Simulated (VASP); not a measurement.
# SiO2 in VASP: notebook, part 2 of 2

VASP 6.6.1. The steps go on from the part before.

## 3. Single point, r2SCAN

Input file POSCAR:

```
SiO2
1.0
    8.3886930000      0.0000000000      0.0000000000
    0.0000000000      8.3886930000      0.0000000000
    0.0000000000      0.0000000000      8.0356430000
Si O
24 48
Direct
    0.9993670000      0.9997890000      0.9999860000
    0.9993400000      0.9998750000      0.3333290000
    0.9993450000      0.9998890000      0.6666600000
    0.9994000000      0.4998360000      0.0000120000
    0.9994220000      0.4998400000      0.3333380000
    0.9994270000      0.4998430000      0.6666590000
    0.4993420000      0.9997720000      0.0000110000
    0.4993990000      0.9998370000      0.3333560000
    0.4993940000      0.9998620000      0.6666660000
    0.4993300000      0.4998120000      0.9999770000
    0.4993140000      0.4998690000      0.3333000000
    0.4993340000      0.4998640000      0.6666430000
    0.2493770000      0.2498520000      0.1666470000
    0.2493730000      0.2498180000      0.4999980000
    0.2493920000      0.2498430000      0.8333580000
    0.2493460000      0.7498220000      0.1666780000
    0.2493940000      0.7498960000      0.5000070000
    0.2493550000      0.7498170000      0.8333280000
    0.7493110000      0.2497980000      0.1666660000
    0.7493130000      0.2498070000      0.8333600000
    0.7493710000      0.7498130000      0.1666910000
    0.7493220000      0.7498220000      0.5000040000
    0.7493590000      0.7498050000      0.8333360000
    0.7493690000      0.2499420000      0.5000040000
    0.5964050000      0.4029080000      0.4999980000
    0.1523520000      0.1529010000      0.9999910000
    0.1523580000      0.1528930000      0.3333310000
    0.1523490000      0.1528930000      0.6666520000
    0.1523750000      0.6528860000      0.0000070000
    0.1523630000      0.6529590000      0.3333410000
    0.1523840000      0.6529480000      0.6666500000
    0.6523500000      0.1528170000      0.0000040000
    0.6523370000      0.1529450000      0.3333650000
    0.6523010000      0.1529650000      0.6666550000
    0.6523420000      0.6528460000      0.0000050000
    0.6523200000      0.6529070000      0.3333200000
    0.6523180000      0.6528900000      0.6666680000
    0.3463850000      0.3467640000      0.9999950000
    0.3463520000      0.3467800000      0.3333380000
    0.3463470000      0.3467720000      0.6666720000
    0.3463800000      0.8467670000      0.0000240000
    0.3463590000      0.8467780000      0.3333480000
    0.3463740000      0.8467820000      0.6666770000
    0.8464050000      0.3467440000      0.0000240000
    0.8464270000      0.3467670000      0.3332970000
    0.8464200000      0.3467580000      0.6667470000
    0.8463590000      0.8467240000      0.0000220000
    0.8463900000      0.8467130000      0.3333830000
    0.8463760000      0.8467280000      0.6666490000
    0.0964220000      0.4028870000      0.1666340000
    0.0964770000      0.4029640000      0.5000090000
    0.0964370000      0.4029220000      0.8333610000
    0.0963790000      0.9028880000      0.1666550000
    0.0962770000      0.9029320000      0.4999990000
    0.0963880000      0.9028610000      0.8333430000
    0.5963250000      0.4028680000      0.1666440000
    0.5963170000      0.4028950000      0.8333210000
    0.5963710000      0.9029140000      0.1666740000
    0.5963630000      0.9029100000      0.5000080000
    0.5963920000      0.9028930000      0.8333400000
    0.4023850000      0.0967690000      0.1666720000
    0.4023260000      0.0967560000      0.4999980000
    0.4023360000      0.0967570000      0.8333470000
    0.4023430000      0.5967560000      0.1666530000
    0.4023070000      0.5967660000      0.4999910000
    0.4023460000      0.5967320000      0.8333400000
    0.9023280000      0.0967240000      0.1666630000
    0.9023420000      0.0968490000      0.4999780000
    0.9023140000      0.0966960000      0.8333300000
    0.9024140000      0.5967710000      0.1666520000
    0.9023090000      0.5966750000      0.4999990000
    0.9024190000      0.5967750000      0.8333490000
```

Input file INCAR.step1:

```
  PREC = Accurate
  ENCUT = 580
  ISMEAR = -1
  SIGMA = 0.05
  LREAL = Auto
  LASPH = True
  NELM = 120
  NBANDS = 234
  ISYM = -1
  GGA = PE
  ALGO = Normal
  EDIFF = 1E-5
  LWAVE = True
  LCHARG = False
  GGA_COMPAT = False
```

Input file INCAR.step2:

```
  PREC = Accurate
  ENCUT = 580
  EDIFF = 1E-6
  ISMEAR = -1
  SIGMA = 0.05
  LREAL = Auto
  LASPH = True
  NELM = 120
  ALGO = Normal
  ISIF = 2
  LWAVE = False
  LCHARG = False
  METAGGA = R2SCAN
  LMIXTAU = True
  NBANDS = 234
  ISYM = -1
  ISTART = 1
  GGA_COMPAT = False
```

Input file KPOINTS:

```
explicit points
1
Reciprocal
  0.25000000   0.25000000   0.25000000 1
```

Potentials or basis: VASP PAW PBE potentials, release 64 (Si, O).

Launch:

```console
cat potpaw_PBE.64/Si/POTCAR potpaw_PBE.64/O/POTCAR > POTCAR
cp INCAR.step1 INCAR
mpirun -np 1 vasp_std > vasp.out
cp INCAR.step2 INCAR
mpirun -np 1 vasp_std > vasp.out
```

OUTCAR:

```text
PREC = Accurate
   ENCUT = 580
   EDIFF = 1E-6
   ISMEAR = -1
   LREAL = Auto
   LASPH = True
   NELM = 120
   ISIF = 2
   METAGGA = R2SCAN
   ISYM = -1
   ISTART = 1

 ion  position               nearest neighbor table
   1  0.999  1.000  1.000-  55 1.77  53 1.77  69 1.77  67 1.77  47 1.82  26 1.82   3 2.68   2 2.68

   2  0.999  1.000  0.333-  67 1.77  54 1.77  68 1.77  53 1.77  27 1.82  48 1.82   3 2.68   1 2.68

   3  0.999  1.000  0.667-  69 1.77  54 1.77  68 1.77  55 1.77  28 1.82  49 1.82   1 2.68   2 2.68
[... 89 lines left out ...]
  71  0.902  0.597  0.500-   5 1.77   6 1.77  22 1.82
  72  0.902  0.597  0.833-   4 1.77   6 1.77  23 1.82

IMPORTANT INFORMATION: All symmetrisations will be switched off!
NOSYMM: (Re-)initialisation of all symmetry stuff for point group C_1.

----------------------------------------------------------------------------------------

                                     Primitive cell

  volume of cell :     565.4696

[... 238 lines left out ...]
 fundamental gap:      7.4112769252
 Fermi energy:         8.6141180882

 k-point     1 :       0.2500    0.2500    0.2500
  band No.  band energies     occupation
      1     -15.5133      2.00000
      2     -14.8995      2.00000
      3     -14.8985      2.00000
      4     -14.8251      2.00000
      5     -14.3994      2.00000
      6     -14.2729      2.00000
[... 196 lines left out ...]
    203      16.6713      0.00000
    204      16.6721      0.00000
 [bands above 204 left out]

------------------------ aborting loop because EDIFF is reached ----------------------------------------

  FORCE on cell =-STRESS in cart. coord.  units (eV):
  Direction    XX          YY          ZZ          XY          YZ          ZX
  --------------------------------------------------------------------------------------
  -------------------------------------------------------------------------------------
  Total       -9.0924602     -8.8990543    -10.3665633     -0.0242582      0.1029298      0.1026004
  in kB      -25.7621887    -25.2142006    -29.3721780     -0.0687320      0.2916369      0.2907036
  external PRESSURE =     -26.7828557 kB  Pullay stress =       0.0000000 kB

 VOLUME and BASIS-vectors are now :
 -----------------------------------------------------------------------------
  energy-cutoff  :      580.00
  volume of cell :      565.47
      direct lattice vectors                 reciprocal lattice vectors
     8.388693000  0.000000000  0.000000000     0.119208082  0.000000000  0.000000000
     0.000000000  8.388693000  0.000000000     0.000000000  0.119208082  0.000000000
     0.000000000  0.000000000  8.035643000     0.000000000  0.000000000  0.124445548

 POSITION                                       TOTAL-FORCE (eV/Angst)
 -----------------------------------------------------------------------------------
      8.38338      8.38692      8.03553        -0.001936      0.001117      0.003400
      8.38316      8.38764      2.67851         0.003781     -0.004589      0.000044
      8.38320      8.38776      5.35704         0.002828     -0.008518     -0.000907
      8.38366      4.19297      0.00010        -0.006104     -0.003669     -0.004308
      8.38384      4.19300      2.67859        -0.003628     -0.001022     -0.003390
      8.38389      4.19303      5.35703        -0.004003     -0.000733      0.007128
[... 64 lines left out ...]
      7.56919      5.00532      4.01781         0.026826     -0.014994      0.001059
      7.57012      5.00616      6.69650         0.017429     -0.020924     -0.002907
 -----------------------------------------------------------------------------------
    total drift:                                0.034033      0.010918      0.000249

  FREE ENERGIE OF THE ION-ELECTRON SYSTEM (eV)
  ---------------------------------------------------
  free  energy   TOTEN  =      -705.5871509701 eV

  energy  without entropy=     -705.5871509700  energy(sigma->0) =     -705.58715097
```

OSZICAR.step1:

```text
N       E                     dE             d eps       ncg     rms          rms(c)
DAV:   1     0.235924011131E+04    0.23592E+04   -0.23141E+05   468   0.176E+03
DAV:   2    -0.470044610103E+03   -0.28293E+04   -0.27695E+04   550   0.371E+02
DAV:   3    -0.609020159450E+03   -0.13898E+03   -0.13812E+03   552   0.853E+01
DAV:   4    -0.610956709593E+03   -0.19366E+01   -0.19264E+01   544   0.109E+01
DAV:   5    -0.610992416804E+03   -0.35707E-01   -0.35616E-01   536   0.134E+00    0.602E+01
DAV:   6    -0.555070456085E+03    0.55922E+02   -0.22901E+02   520   0.314E+01    0.272E+01
DAV:   7    -0.555387859898E+03   -0.31740E+00   -0.71558E+00   560   0.540E+00    0.100E+01
DAV:   8    -0.555545398601E+03   -0.15754E+00   -0.23090E-01   528   0.140E+00    0.418E+00
DAV:   9    -0.555632331984E+03   -0.86933E-01   -0.11439E-01   536   0.108E+00    0.815E-01
DAV:  10    -0.555635001368E+03   -0.26694E-02   -0.68591E-03   536   0.208E-01    0.158E-01
DAV:  11    -0.555634882809E+03    0.11856E-03   -0.12385E-03   528   0.825E-02    0.254E-02
DAV:  12    -0.555634888416E+03   -0.56068E-05   -0.11821E-04   536   0.266E-02    0.150E-02
DAV:  13    -0.555634890096E+03   -0.16793E-05   -0.92730E-06   296   0.863E-03
   1 F= -.55563489E+03 E0= -.55563489E+03  d E =-.853634E-10
```

Run time: 18 min. Hardware: 1 thread of Intel Xeon Platinum 8259CL at 2.50GHz (Skylake/Cascade Lake), shared host; peak memory 0.75 GiB.

What came out:

```
Free energy            : -705.5872 eV
Pressure               : -2.7 GPa
Largest force          : 0.048 eV/Å
Band gap on the k mesh : 7.41 eV
```

Forces in eV/Å, atoms in the order of the input:
```
Si  -0.002  0.001  0.003
Si   0.004 -0.005  0.000
Si   0.003 -0.009 -0.001
Si  -0.006 -0.004 -0.004
Si  -0.004 -0.001 -0.003
Si  -0.004 -0.001  0.007
Si  -0.004  0.006 -0.001
Si  -0.006  0.005 -0.007
Si  -0.005  0.001  0.006
Si   0.005  0.000  0.002
Si   0.009 -0.010  0.004
Si   0.005 -0.009  0.004
Si  -0.001 -0.009  0.008
Si   0.003  0.001  0.001
Si  -0.005 -0.005 -0.010
Si   0.003  0.006  0.001
Si  -0.006  0.001 -0.001
Si   0.003  0.005  0.001
Si   0.011  0.006  0.003
Si   0.009  0.006 -0.003
Si   0.003 -0.001 -0.003
Si   0.014 -0.001  0.003
Si   0.005 -0.001 -0.001
Si   0.009 -0.006  0.001
O   -0.036  0.033 -0.003
O    0.022  0.020  0.000
O    0.024  0.026 -0.003
O    0.024  0.025  0.003
O    0.024  0.023 -0.001
O    0.019  0.014  0.001
O    0.018  0.016 -0.002
O    0.025  0.033 -0.002
O    0.025  0.019 -0.002
O    0.028  0.017 -0.001
O    0.026  0.027 -0.001
O    0.024  0.020  0.002
O    0.026  0.023 -0.003
O   -0.022 -0.021  0.003
O   -0.021 -0.022  0.001
O   -0.019 -0.022 -0.003
O   -0.023 -0.025 -0.003
O   -0.021 -0.019  0.001
O   -0.022 -0.021 -0.001
O   -0.033 -0.026 -0.003
O   -0.031 -0.023  0.005
O   -0.030 -0.023 -0.008
O   -0.021 -0.018 -0.001
O   -0.030 -0.018 -0.005
O   -0.030 -0.021  0.002
O   -0.026  0.026  0.007
O   -0.034  0.017 -0.002
O   -0.027  0.021 -0.004
O   -0.027  0.024  0.002
O   -0.012  0.017  0.001
O   -0.030  0.028 -0.002
O   -0.021  0.023  0.002
O   -0.016  0.016  0.003
O   -0.019  0.013  0.003
O   -0.023  0.020  0.000
O   -0.027  0.021 -0.002
O    0.019 -0.020  0.000
O    0.028 -0.021  0.001
O    0.028 -0.024 -0.001
O    0.020 -0.019  0.001
O    0.030 -0.022 -0.001
O    0.017 -0.012 -0.003
O    0.024 -0.021 -0.001
O    0.020 -0.026  0.005
O    0.025 -0.017  0.002
O    0.019 -0.022  0.005
O    0.027 -0.015  0.001
O    0.017 -0.021 -0.003
```

Levels at points of the mesh, in eV from the valence-band top:
| k point | band 188 | band 189 | band 190 | band 191 | band 192 | band 193 | band 194 | band 195 | band 196 | band 197 |
| --- | --- | --- | --- | --- | --- | --- | --- | --- | --- | --- |
| (0.25, 0.25, 0.25) | -0.80 | -0.63 | -0.63 | -0.53 | 0.00 | 7.41 | 8.52 | 8.52 | 8.63 | 8.64 |

Caveat: the PAW data sets were made with another functional, which shifts forces and pressure a little.
